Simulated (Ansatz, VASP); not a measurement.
## One calculation of Sn2P3, two programs

INCAR

```
PREC     = Accurate       # precision mode
ENCUT    = 600            # plane-wave cutoff, eV
EDIFF    = 1E-7           # SCF threshold, eV
ISMEAR   = 0              # smearing method
SIGMA    = 0.1            # smearing width, eV
LREAL    = F              # projectors in reciprocal space
LASPH    = T              # aspherical terms in the spheres
NELM     = 100            # most SCF steps
ALGO     = Normal         # electronic algorithm
ISIF     = 3              # what is computed and relaxed
LWAVE    = F              # write WAVECAR
LCHARG   = F              # write CHGCAR
GGA      = PE             # functional
IBRION   = 2              # ionic algorithm
NSW      = 100            # ionic steps
EDIFFG   = -0.01          # ionic threshold
```

The input KPOINTS:

```
regular mesh
0
Gamma
  12 12 4
```

POSCAR

```
Sn2P3
1.0
    3.6739824036      0.0000000000      0.0000000000
   -1.8369912018      3.1817620946      0.0000000000
    0.0000000000      0.0000000000      9.7721209071
Sn P
2 3
Direct
    0.3333333333      0.6666666667      0.1766674967
    0.6666666667      0.3333333333      0.8233325033
    0.0000000000      0.0000000000      0.0000000000
    0.3333333333      0.6666666667      0.5570006318
    0.6666666667      0.3333333333      0.4429993682
```

Input for Ansatz:

```yaml
crystal:
  lattice:
    - [3.6739824036, 0.0, 0.0]
    - [-1.8369912018, 3.1817620946, 0.0]
    - [0.0, 0.0, 9.7721209071]
  atoms:
    - { symbol: Sn, position: [0.3333333333, 0.6666666667, 0.1766674967] }
    - { symbol: Sn, position: [0.6666666667, 0.3333333333, 0.8233325033] }
    - { symbol: P, position: [0.0, 0.0, 0.0] }
    - { symbol: P, position: [0.3333333333, 0.6666666667, 0.5570006318] }
    - { symbol: P, position: [0.6666666667, 0.3333333333, 0.4429993682] }
basis:
  ecutwfc: 420
kpoints:
  mp_grid: { grid: [12, 12, 4] }
hamiltonian:
  xc: pbe
scf:
  occupations: { method: gaussian, width: 0.1 }
output:
  forces: true
  stress: true
  eigenvalues: true
relax:
  adjacent_minimum: "off"
  f_tol: 0.01
  max_steps: 80
  cell: { stress_tol: 0.05 }
```

Alike in both runs: task relaxation of cell and atoms; functional PBE; k mesh 12 × 12 × 4; occupations gaussian, width 0.1 eV; no spin polarisation.

```csv
,VASP,Ansatz
version,VASP 6.6.1,Ansatz 0.2.0
potentials or method,"VASP PAW PBE potentials, release 64 (Sn_d, P), cutoff 600 eV","scalar-relativistic, plane waves, PAW"
valence electrons in the cell,43,43
```

```tsv
	VASP	Ansatz	Ansatz less VASP
gap on the k mesh at the Fermi level, each at its own relaxed structure (eV)	none	none	-
relaxed volume (Å³/atom)	24.75	24.80	+0.054
relaxed cell length with the largest relative difference (Å)	3.419	3.422	+0.0031
```

A gap of «none» marks a metal or a gap that the smearing closes.
